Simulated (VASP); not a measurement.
A run of VASP 6.6.1:

Contents of INCAR:

```
SYSTEM = KF
  ALGO = Normal
  EDIFF = 1E-7
  ENCUT = 520
  GGA = CA
  ISIF = 2
  ISMEAR = 0
  LASPH = .TRUE.
  LCHARG = .FALSE.
  LREAL = .FALSE.
  LWAVE = .FALSE.
  NBANDS = 15
  NELM = 100
  PREC = Accurate
  SIGMA = 0.05
```

KPOINTS

```
k-points
0
G
  8 8 8
  0 0 0
```

The input POSCAR:

```
KF
1.0
    3.6582374591      0.0000000000      0.0000000000
    0.0000000000      3.6582374591      0.0000000000
    0.0000000000      0.0000000000      2.5863738836
K F
1 1
Direct
    0.0000000000      0.0000000000      0.0000000000
    0.5000000000      0.5000000000      0.5000000000
```

Potentials or basis: VASP PAW LDA potentials, release 64 (K_sv, F).

Run with:

```bash
$ cat potpaw_LDA.64/K_sv/POTCAR potpaw_LDA.64/F/POTCAR > POTCAR
$ mpirun -np 1 vasp_std > vasp.out
```

Hardware: 1 thread of Intel(R) Xeon(R) Platinum 8375C CPU @ 2.90GHz (Ice Lake), with other jobs on the host.

Problem. Estimate the wall time of this run.

Solution. It took 21 s on 1 thread of Intel(R) Xeon(R) Platinum 8375C CPU @ 2.90GHz (Ice Lake) (shared host), peak memory 0.15 GiB. Counts: scf iterations 13, k points 75.
